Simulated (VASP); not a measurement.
TePb: single point with PBEsol

The system is TePb.

```
Pb Te
1.0
    -0.06462    3.23100    3.23100
     3.23100   -0.06462    3.23100
     3.16638    3.16638    0.00000
Pb Te
1 1
Cartesian
  0.0000 0.0000 0.0000
  3.1664 3.1664 3.2310
```

```yaml
Program: VASP 6.6.1
Task: single point
Functional: PBEsol
Potentials_or_basis: VASP PAW PBE potentials, release 64 (Pb_d, Te)
Cutoff: 520 eV
k_mesh: 6 × 6 × 6
Occupations: fermi-dirac, width 0.05 eV
Spin: no spin polarisation
```

```yaml
Pressure: -0.4 GPa
Band_gap_on_the_k_mesh: 0.46 eV (least direct gap 0.64 eV)
```

Stress tensor (GPa, compression positive):
```
-0.39  0.59  0.00
 0.59 -0.39  0.00
 0.00  0.00 -0.42
```

Levels at points of the mesh, in eV from the valence-band top:
```
           k point  band 8  band 9  band 10  band 11  band 12  band 13
(0.00, 0.00, 0.00)   -1.59   -1.43    -1.24     3.92     3.96     4.03
(0.50, 0.00, 0.00)   -0.95   -0.85     0.00     0.65     1.21     1.31
(0.50, 0.50, 0.00)   -4.61   -3.08    -2.69     3.14     5.31     5.45
(0.00, 0.00, 0.50)   -1.06   -0.99    -0.18     0.46     1.01     1.14
(0.50, 0.00, 0.50)   -4.61   -2.89    -2.89     3.12     5.31     5.37
```

Run time: 74 s on 1 thread of Intel Xeon 8259CL (shared host), peak memory 0.23 GiB.

Caveat: the PAW data sets were made with another functional, which shifts forces and pressure a little; spin-orbit coupling is left out, which moves the levels of the heavy elements. A k mesh can miss the band edges.
